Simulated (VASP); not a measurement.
Runs of VASP 6.6.1 on KF. The structure is that of space group Fm-3m (No. 225), or close to it. The cells are those of the table. 

| cell | gap on the mesh (eV) | pressure (GPa) | largest force (eV/Å) |
| --- | --- | --- | --- |
| a = 3.781 Å, angles 60.0°, 2 atoms | 6.16 | 1.5 | 0.15 |
| a = 3.649, b = 3.683, c = 3.652 Å, angles 59.7, 60.6, 60.1°, 2 atoms | (b) | 5.9 | (c) |
| a = 3.746 Å, angles 60.0°, 2 atoms | 6.31 | 2.4 | - |
| a = 3.922 Å, angles 60.0°, 2 atoms | 5.62 | (a) | - |
| a = 3.795 Å, angles 60.0°, 2 atoms | 6.10 | 1.0 | - |
| a = 3.906 Å, angles 60.0°, 2 atoms | 5.67 | -1.4 | - |
| a = 3.813 Å, angles 60.0°, 2 atoms | 6.02 | 0.5 | - |
| a = 3.799 Å, angles 60.0°, 2 atoms | 6.08 | 0.9 | - |

Alike in all rows: task single point; level PBE; potentials or basis VASP PAW PBE potentials, release 64 (K_sv, F); no spin polarisation; k mesh 8 × 8 × 8; cutoff (eV) 520; smearing gaussian 0.02 eV.

Problem. Estimate the missing entries.

Solution. (a) -1.7; (b) 6.66; (c) 0.30.

A k mesh can miss the band edges.
